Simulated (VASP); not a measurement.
# WS2 (Cm) in VASP: a series of runs

Runs on WS2. Level: PBEsol+D3(BJ). Tasks: single point.

All numbers are computed with VASP 6.6.1; they aren't measurements. Logs are shortened: lines on timing, memory, paths and dates and some standing lists are left out, and cuts for length are marked.

## (1) The cell of the first run

It takes space group Cm (No. 8, monoclinic). The conventional cell has a = 10.809 Å, b = 6.241 Å, c = 6.863 Å, α = 90.00°, β = 121.67°, γ = 90.00°. Within 3.2 Å of W (site symmetry m) lie 6 S at 2.39 Å and 6 W at 3.12 Å. Within 2.6 Å of W (site symmetry m) lie 6 S at 1.94 to 2.39 Å. Within 3.2 Å of W (site symmetry 1) lie 6 S at 2.37 to 2.39 Å and 6 W at 3.12 Å. S (site symmetry m) has 3 W at 2.39 Å and 10 S at 2.86 to 3.25 Å within 3.3 Å. S (site symmetry m) has 3 W at 2.39 Å and 10 S at 3.12 to 3.34 Å within 3.4 Å. Within 3.3 Å of S (site symmetry 1) lie 3 W at 2.39 Å and 9 S at 3.12 to 3.25 Å. S (site symmetry m) has 3 W at 1.94 to 2.37 Å within 2.6 Å. Within 3.3 Å of S (site symmetry m) lie 3 W at 2.39 Å and 10 S at 3.12 to 3.25 Å.

## (2) Single point, PBEsol+D3(BJ) (atom 9 (S) moved +0.450 Å towards its neighbour atom 2 (W) at 2.389 Å)

Contents of INCAR:

```
  ALGO = Normal
  EDIFF = 1E-6
  ENCUT = 520
  GGA = PS
  ISIF = 2
  ISMEAR = 0
  IVDW = 12
  LASPH = True
  LCHARG = False
  LREAL = False
  LWAVE = False
  NBANDS = 64
  NELM = 80
  PREC = Accurate
  SIGMA = 0.05
```

Contents of KPOINTS:

```
k-points
0
Gamma
  6 6 6
```

Contents of POSCAR:

```
WS2
1.0
   -6.2407890192      0.0000000000      0.0000000000
   -3.1203945096      5.4046818303      0.0000000000
   -3.1203945096      1.8015606101     -5.8413921014
W S
4 8
Direct
    0.4993606434      0.9993606434      0.0019180698
    0.4993606434      0.4993606434      0.0019180698
    0.9993606434      0.9993606434      0.0019180698
    0.9993606434      0.4993606434      0.0019180698
    0.2554860797      0.7554860797      0.7335417609
    0.2554860797      0.2554860797      0.7335417609
    0.7554860797      0.7554860797      0.7335417609
    0.7554860797      0.2554860797      0.7335417609
    0.1560975220      0.5619347675      0.2200329431
    0.0764532769      0.0764532769      0.2706401693
    0.5764532769      0.5764532769      0.2706401693
    0.5764532769      0.0764532769      0.2706401693
```

Potentials or basis: VASP PAW PBE potentials, release 64 (W_sv, S).

Run with:

```
$ cat potpaw_PBE.64/W_sv/POTCAR potpaw_PBE.64/S/POTCAR > POTCAR
$ mpirun -np 1 vasp_std > vasp.out
```

OUTCAR:

```text
EDIFF = 1E-6
   ENCUT = 520
   GGA = PS
   ISIF = 2
   ISMEAR = 0
   IVDW = 12
   LASPH = True
   LREAL = False
   NELM = 80
   PREC = Accurate
 IVDW          = 12

 ion  position               nearest neighbor table
   1  0.499  0.999  0.002-   8 2.39   6 2.39   7 2.39  12 2.39  10 2.39  11 2.39   3 3.12   3 3.12
                             2 3.12   4 3.12   2 3.12   4 3.12
   2  0.499  0.499  0.002-   9 1.94   7 2.39   5 2.39   8 2.39  11 2.39  12 2.39   4 3.12   4 3.12
                             1 3.12   3 3.12   3 3.12   1 3.12
   3  0.999  0.999  0.002-   9 2.37   6 2.39   8 2.39   5 2.39  10 2.39  12 2.39   1 3.12   1 3.12
                             2 3.12   4 3.12   4 3.12   2 3.12
   4  0.999  0.499  0.002-   9 2.37   5 2.39   7 2.39   6 2.39  11 2.39  10 2.39   2 3.12   2 3.12
                             1 3.12   3 3.12   1 3.12   3 3.12
   5  0.255  0.755  0.734-   4 2.39   2 2.39   3 2.39
   6  0.255  0.255  0.734-   3 2.39   1 2.39   4 2.39
   7  0.755  0.755  0.734-   2 2.39   4 2.39   1 2.39
   8  0.755  0.255  0.734-   1 2.39   3 2.39   2 2.39
   9  0.156  0.562  0.220-   2 1.94   3 2.37   4 2.37
  10  0.076  0.076  0.271-   3 2.39   1 2.39   4 2.39
  11  0.576  0.576  0.271-   2 2.39   4 2.39   1 2.39
  12  0.576  0.076  0.271-   1 2.39   3 2.39   2 2.39

  LATTYP: Found a trigonal (rhomboedric) cell.
 ALAT       =     6.8632604649
 COS(alpha) =     0.5865832734

  Lattice vectors:

 A1 = (   3.1203945096,   1.8015606101,  -5.8413921014)
 A2 = (   0.0000000000,  -3.6031212202,  -5.8413921014)
 A3 = (  -3.1203945096,   1.8015606101,  -5.8413921014)

Analysis of symmetry for initial positions (statically):
=====================================================================
 Subroutine PRICEL returns:
 Original cell was already a primitive cell.

 Routine SETGRP: Setting up the symmetry group for a
 trigonal (rhombohedral) supercell.

 Subroutine GETGRP returns: Found  2 space group operations
 (whereof  1 operations were pure point group operations)
 out of a pool of 12 trial point group operations.

The static configuration has the point symmetry C_1 .
 The point group associated with its full space group is C_1h.

Analysis of symmetry for dynamics (positions and initial velocities):
=====================================================================
 Subroutine PRICEL returns:
 Original cell was already a primitive cell.

 Routine SETGRP: Setting up the symmetry group for a
 trigonal (rhombohedral) supercell.

[... 137 lines left out ...]
   NUPDOWN=      -1.0000    fix difference up-down
   EMIN   =  10.00;   EMAX   =-10.00  energy-range for DOS
   EFERMI =   0.00;   METHOD = LEGACY
   ISMEAR =     0;   SIGMA  =   0.05  broadening in eV -4-tet -1-fermi 0-gaus
   EFERMI_NEDOS =   21; number of points for ismear=-14 and -15
   IALGO  =     38    algorithm
   IMIX   =      4    mixing-type and parameters
     AMIX     =   0.40;   BMIX     =  1.00
     AMIX_MAG =   1.60;   BMIX_MAG =  1.00
  volume/ion in A,a.u.               =      16.42       110.80
  Fermi-wavevector in a.u.,A,eV,Ry     =   1.323053  2.500208 23.816584  1.750470
  Thomas-Fermi vector in A             =   2.452689
   LORBIT       =      0    0 simple, 1 ext, 2 COOP (PROOUT), +10 PAW based schemes
   GGA     = PS    functional components
   LHFCALC =     F    Hartree Fock is set to
   AEXX    =    0.0000 exact exchange contribution
   IVDW    =    12    specifies the selected vdW correction
   LEPSILON=     F    determine dielectric tensor
   LRPA    =     F    only Hartree local field effects (RPA)
 non-spin polarized calculation
 Gauss-broadening in eV      SIGMA  =   0.05
  energy-cutoff  :      520.00
  volume of cell :      197.03
 maximum number of plane-waves:      5320
 NGX is ok and might be reduce to    48
   NGX = 23   NGY = 23   NGZ = 25

 number of electron     103.9999998 magnetization

 Free energy of the ion-electron system (eV)
  ---------------------------------------------------
  ext. energy  EPLUGINS =         0.00000000
  ---------------------------------------------------
  free energy    TOTEN  =       -98.27948207 eV

  energy without entropy =      -98.27948207  energy(sigma->0) =      -98.27948207

 E-fermi :   9.1403     XC(G=0): -11.5621

 val. band max:        8.7601219561   @ k =   0.0000   0.0000   0.5000
 cond. band min:       9.3641410723   @ k =  -0.3333   0.3333  -0.0000
 fundamental gap:      0.6040191162
 Fermi energy:         9.1402502578

 k-point     1 :       0.0000    0.0000    0.0000
  band No.  band energies     occupation
      1     -66.1533      2.00000
      2     -66.0956      2.00000
      3     -66.0849      2.00000
      4     -65.9655      2.00000
      5     -30.8163      2.00000
      6     -30.6209      2.00000
[... 1597 lines left out ...]
     63      11.5069      0.00000
     64      11.6319      0.00000

 [... further k-points ...]

------------------------ aborting loop because EDIFF is reached ----------------------------------------

 Edisp (eV)   -5.01142

 E8    (eV) :    -3.2515

  FORCE on cell =-STRESS in cart. coord.  units (eV):
  Direction    XX          YY          ZZ          XY          YZ          ZX
  --------------------------------------------------------------------------------------
  -------------------------------------------------------------------------------------
  Total      10.94045     5.32289    15.09054     4.86495    -6.20615   -10.74936
  in kB      88.96512    43.28449   122.71264    39.56059   -50.46690   -87.41123
  external pressure =       84.99 kB  Pullay stress =        0.00 kB

 VOLUME and BASIS-vectors are now :
 -----------------------------------------------------------------------------
  energy-cutoff  :      520.00
  volume of cell :      197.03
      direct lattice vectors                 reciprocal lattice vectors
    -6.240789019  0.000000000  0.000000000    -0.160236149 -0.092512384  0.057064023
    -3.120394510  5.404681830  0.000000000     0.000000000  0.185024768  0.057064023
    -3.120394510  1.801560610 -5.841392101     0.000000000  0.000000000 -0.171192069

 POSITION                                       TOTAL-FORCE (eV/Angst)
 -----------------------------------------------------------------------------------
     -6.24079      5.40468     -0.01120         0.171229      0.098859      0.304891
     -4.68059      2.70234     -0.01120        -8.162380     -4.712553      8.438804
     -9.36118      5.40468     -0.01120        -0.450297     -0.093658      0.703249
     -7.80099      2.70234     -0.01120        -0.306258     -0.343139      0.703249
     -6.24079      5.40468     -4.28491         0.132373      0.076425      0.670340
     -4.68059      2.70234     -4.28491         0.097134      0.056080     -0.094660
     -9.36118      5.40468     -4.28491        -0.209408      0.088746      0.207040
     -7.80099      2.70234     -4.28491        -0.027848     -0.225726      0.207040
     -3.41422      3.43348     -1.28530         9.419957      5.438615    -10.398333
     -1.56020      0.90078     -1.58092         0.071303      0.041167     -0.215095
     -6.24079      3.60312     -1.58092        -0.523533      0.057154     -0.263262
     -4.68059      0.90078     -1.58092        -0.212270     -0.481970     -0.263262
 -----------------------------------------------------------------------------------
    total drift:                                0.000225      0.000139     -0.000507

  FREE ENERGIE OF THE ION-ELECTRON SYSTEM (eV)
  ---------------------------------------------------
  free  energy   TOTEN  =      -103.2909043725 eV

  energy  without entropy=     -103.2909043725  energy(sigma->0) =     -103.29090437
```

OSZICAR:

```text
N       E                     dE             d eps       ncg     rms          rms(c)
DAV:   1     0.113471146783E+04    0.11347E+04   -0.54455E+04  9176   0.165E+03
DAV:   2    -0.828555936762E+01   -0.11430E+04   -0.11089E+04  9824   0.469E+02
DAV:   3    -0.999645824045E+02   -0.91679E+02   -0.89406E+02 10584   0.123E+02
DAV:   4    -0.103118938764E+03   -0.31544E+01   -0.31306E+01 10792   0.223E+01
DAV:   5    -0.103192211635E+03   -0.73273E-01   -0.73124E-01 10680   0.364E+00    0.638E+01
DAV:   6    -0.989737391899E+02    0.42185E+01   -0.17809E+01 10616   0.195E+01    0.283E+01
DAV:   7    -0.985393765026E+02    0.43436E+00   -0.57778E+00  9920   0.106E+01    0.106E+01
DAV:   8    -0.982980041357E+02    0.24137E+00   -0.13442E+00 10440   0.558E+00    0.377E+00
DAV:   9    -0.982833296630E+02    0.14674E-01   -0.15242E-01 10808   0.207E+00    0.187E+00
DAV:  10    -0.982797351093E+02    0.35946E-02   -0.29493E-02 10688   0.807E-01    0.632E-01
DAV:  11    -0.982794023106E+02    0.33280E-03   -0.46937E-03 10984   0.376E-01    0.137E-01
DAV:  12    -0.982794627908E+02   -0.60480E-04   -0.52923E-04 10728   0.114E-01    0.522E-02
DAV:  13    -0.982794706778E+02   -0.78870E-05   -0.71815E-05 10552   0.565E-02    0.311E-02
DAV:  14    -0.982794765351E+02   -0.58573E-05   -0.23400E-05 11064   0.297E-02    0.163E-02
DAV:  15    -0.982794812458E+02   -0.47107E-05   -0.72631E-06  9032   0.150E-02    0.743E-03
DAV:  16    -0.982794820749E+02   -0.82910E-06   -0.87193E-07  5984   0.549E-03
   1 F= -.10329090E+03 E0= -.10329090E+03  d E =-.126436E-11
```

stdout:

```text
POSCAR found type information on POSCAR W S
 POSCAR found :  2 types and      12 ions
 scaLAPACK will be used
 -----------------------------------------------------------------------------
|                                                                             |
|                                                                             |
|     You enforced a specific xc type in the INCAR file but a different       |
|     I HOPE YOU KNOW WHAT YOU ARE DOING!                                     |
|                                                                             |
 -----------------------------------------------------------------------------

 LDA part: xc-table for (Slater+PW92), standard interpolation
 POSCAR, INCAR and KPOINTS ok, starting setup
 FFT: planning ... GRIDC
 FFT: planning ... GRID_SOFT
 FFT: planning ... GRID
 WAVECAR not read
 entering main loop
```

Run time: 22 min. Hardware: 1 thread of Oxide Virtual Turin-like, shared host; peak memory 0.71 GiB.

What came out:

```
Free energy                : -103.2909 eV
Pressure                   : 8.5 GPa
Largest force              : 15.048 eV/Å
Band gap on the k mesh     : 0.60 eV (least direct gap 1.50 eV)
Dispersion energy per atom : -0.418 eV
```

Forces on the atoms (eV/Å):
```
W     0.171   0.099   0.305
W    -8.162  -4.713   8.439
W    -0.450  -0.094   0.703
W    -0.306  -0.343   0.703
S     0.132   0.076   0.670
S     0.097   0.056  -0.095
S    -0.209   0.089   0.207
S    -0.028  -0.226   0.207
S     9.420   5.439 -10.398
S     0.071   0.041  -0.215
S    -0.524   0.057  -0.263
S    -0.212  -0.482  -0.263
```

Caveat: the cell differs from its parent crystal (atom 9 (S) moved +0.450 Å towards its neighbour atom 2 (W) at 2.389 Å); the cell stands under pressure; the PAW data sets were made with another functional, which shifts forces and pressure a little; spin-orbit coupling is left out, which moves the levels of the heavy elements. A k mesh can miss the band edges.

## (3) Single point, PBEsol+D3(BJ) (atom 9 (S) moved +0.300 Å towards its neighbour atom 2 (W) at 2.389 Å)

Contents of INCAR:

```
PREC = Accurate
ENCUT = 520
EDIFF = 1E-6
ISMEAR = 0
SIGMA = 0.05
LREAL = False
LASPH = True
NELM = 60
ALGO = Normal
ISIF = 2
LWAVE = False
LCHARG = False
GGA = PS
IVDW = 12
NBANDS = 64
```

Contents of KPOINTS:

```
Automatic mesh
0
Gamma
  6 6 6
```

Changes to POSCAR since step 2:

```diff
@@ -16,3 +16,3 @@
     0.7554860797      0.2554860797      0.7335417609
-    0.1560975220      0.5619347675      0.2200329431
+    0.1295494403      0.5667742706      0.2369020185
     0.0764532769      0.0764532769      0.2706401693
```

Potentials or basis: VASP PAW PBE potentials, release 64 (W_sv, S).

Run with:

```
$ cat potpaw_PBE.64/W_sv/POTCAR potpaw_PBE.64/S/POTCAR > POTCAR
$ mpirun -np 1 vasp_std > vasp.out
```

OUTCAR:

```text
PREC = Accurate
   ENCUT = 520
   EDIFF = 1E-6
   ISMEAR = 0
   LREAL = False
   LASPH = True
   NELM = 60
   ISIF = 2
   GGA = PS
   IVDW = 12
 IVDW          = 12

 ion  position               nearest neighbor table
   1  0.499  0.999  0.002-   8 2.39   6 2.39   7 2.39  12 2.39  10 2.39  11 2.39   3 3.12   3 3.12
                             2 3.12   4 3.12   2 3.12   4 3.12
   2  0.499  0.499  0.002-   9 2.09   7 2.39   5 2.39   8 2.39  11 2.39  12 2.39   4 3.12   4 3.12
                             1 3.12   3 3.12   3 3.12   1 3.12
   3  0.999  0.999  0.002-   9 2.36   6 2.39   8 2.39   5 2.39  10 2.39  12 2.39   1 3.12   1 3.12
                             2 3.12   4 3.12   4 3.12   2 3.12
   4  0.999  0.499  0.002-   9 2.36   5 2.39   7 2.39   6 2.39  11 2.39  10 2.39   2 3.12   2 3.12
                             1 3.12   3 3.12   1 3.12   3 3.12
   5  0.255  0.755  0.734-   4 2.39   2 2.39   3 2.39
   6  0.255  0.255  0.734-   3 2.39   1 2.39   4 2.39
   7  0.755  0.755  0.734-   2 2.39   4 2.39   1 2.39
   8  0.755  0.255  0.734-   1 2.39   3 2.39   2 2.39
   9  0.130  0.567  0.237-   2 2.09   4 2.36   3 2.36
  10  0.076  0.076  0.271-   3 2.39   1 2.39   4 2.39
  11  0.576  0.576  0.271-   2 2.39   4 2.39   1 2.39
  12  0.576  0.076  0.271-   1 2.39   3 2.39   2 2.39

  LATTYP: Found a trigonal (rhomboedric) cell.
 ALAT       =     6.8632604649
 COS(alpha) =     0.5865832734

  Lattice vectors:

 A1 = (   3.1203945096,   1.8015606101,  -5.8413921014)
 A2 = (   0.0000000000,  -3.6031212202,  -5.8413921014)
 A3 = (  -3.1203945096,   1.8015606101,  -5.8413921014)

Analysis of symmetry for initial positions (statically):
=====================================================================
 Subroutine PRICEL returns:
 Original cell was already a primitive cell.

 Routine SETGRP: Setting up the symmetry group for a
 trigonal (rhombohedral) supercell.

 Subroutine GETGRP returns: Found  2 space group operations
 (whereof  1 operations were pure point group operations)
 out of a pool of 12 trial point group operations.

The static configuration has the point symmetry C_1 .
 The point group associated with its full space group is C_1h.

[... 168 lines left out ...]
 maximum number of plane-waves:      5320
 NGX is ok and might be reduce to    48
   NGX = 23   NGY = 23   NGZ = 25

 number of electron     103.9999998 magnetization

 Free energy of the ion-electron system (eV)
  ---------------------------------------------------
  ext. energy  EPLUGINS =         0.00000000
  ---------------------------------------------------
  free energy    TOTEN  =       -99.92132599 eV

  energy without entropy =      -99.92132599  energy(sigma->0) =      -99.92132599

 E-fermi :   8.8975     XC(G=0): -11.5816

 val. band max:        8.6893094293   @ k =   0.0000   0.0000   0.5000
 cond. band min:       9.3580668131   @ k =  -0.3333   0.3333  -0.3333
 fundamental gap:      0.6687573838
 Fermi energy:         8.8974573871

 k-point     1 :       0.0000    0.0000    0.0000
  band No.  band energies     occupation
      1     -66.1374      2.00000
      2     -66.0996      2.00000
      3     -66.0895      2.00000
      4     -66.0157      2.00000
      5     -30.6773      2.00000
      6     -30.6189      2.00000
[... 1597 lines left out ...]
     63      11.4782      0.00000
     64      11.6234      0.00000

 [... further k-points ...]

------------------------ aborting loop because EDIFF is reached ----------------------------------------

 Edisp (eV)   -5.01320

 E8    (eV) :    -3.2529

  FORCE on cell =-STRESS in cart. coord.  units (eV):
  Direction    XX          YY          ZZ          XY          YZ          ZX
  --------------------------------------------------------------------------------------
  -------------------------------------------------------------------------------------
  Total       5.45534     2.90449     8.44497     2.20911    -3.12594    -5.41428
  in kB      44.36154    23.61859    68.67248    17.96393   -25.41938   -44.02765
  external pressure =       45.55 kB  Pullay stress =        0.00 kB

 VOLUME and BASIS-vectors are now :
 -----------------------------------------------------------------------------
  energy-cutoff  :      520.00
  volume of cell :      197.03
      direct lattice vectors                 reciprocal lattice vectors
    -6.240789019  0.000000000  0.000000000    -0.160236149 -0.092512384  0.057064023
    -3.120394510  5.404681830  0.000000000     0.000000000  0.185024768  0.057064023
    -3.120394510  1.801560610 -5.841392101     0.000000000  0.000000000 -0.171192069

 POSITION                                       TOTAL-FORCE (eV/Angst)
 -----------------------------------------------------------------------------------
     -6.24079      5.40468     -0.01120         0.097670      0.056390      0.203976
     -4.68059      2.70234     -0.01120        -3.823681     -2.207603      3.961018
     -9.36118      5.40468     -0.01120        -0.303502      0.002127      0.507188
     -7.80099      2.70234     -0.01120        -0.149909     -0.263904      0.507188
     -6.24079      5.40468     -4.28491         0.074630      0.043088      0.423286
     -4.68059      2.70234     -4.28491         0.058933      0.034025     -0.064908
     -9.36118      5.40468     -4.28491        -0.110727      0.049997      0.137553
     -7.80099      2.70234     -4.28491        -0.012065     -0.120891      0.137553
     -3.31628      3.49003     -1.38384         4.592503      2.651483     -5.324507
     -1.56020      0.90078     -1.58092         0.043171      0.024925     -0.145230
     -6.24079      3.60312     -1.58092        -0.332451      0.036551     -0.171558
     -4.68059      0.90078     -1.58092        -0.134571     -0.306187     -0.171558
 -----------------------------------------------------------------------------------
    total drift:                                0.000137      0.000089     -0.000267

  FREE ENERGIE OF THE ION-ELECTRON SYSTEM (eV)
  ---------------------------------------------------
  free  energy   TOTEN  =      -104.9345277424 eV

  energy  without entropy=     -104.9345277424  energy(sigma->0) =     -104.93452774
```

It took 29 min on 1 thread of Oxide Virtual Turin-like, shared host; peak memory 0.71 GiB.

Results:

| Quantity | Value |
| --- | --- |
| Free energy | -104.9345 eV |
| Pressure | 4.6 GPa |
| Largest force | 7.515 eV/Å |
| Band gap on the k mesh | 0.67 eV (least direct gap 1.65 eV) |
| Dispersion energy per atom | -0.418 eV |

Forces in eV/Å, atoms in the order of the input:
```
W    0.098  0.056  0.204
W   -3.824 -2.208  3.961
W   -0.304  0.002  0.507
W   -0.150 -0.264  0.507
S    0.075  0.043  0.423
S    0.059  0.034 -0.065
S   -0.111  0.050  0.138
S   -0.012 -0.121  0.138
S    4.593  2.651 -5.325
S    0.043  0.025 -0.145
S   -0.332  0.037 -0.172
S   -0.135 -0.306 -0.172
```

Stress tensor (GPa, compression positive):
```
 4.44  1.80 -4.40
 1.80  2.36 -2.54
-4.40 -2.54  6.87
```

Caveat: the cell differs from its parent crystal (atom 9 (S) moved +0.300 Å towards its neighbour atom 2 (W) at 2.389 Å); the cell stands under pressure; the PAW data sets were made with another functional, which shifts forces and pressure a little; spin-orbit coupling is left out, which moves the levels of the heavy elements. A k mesh can miss the band edges.
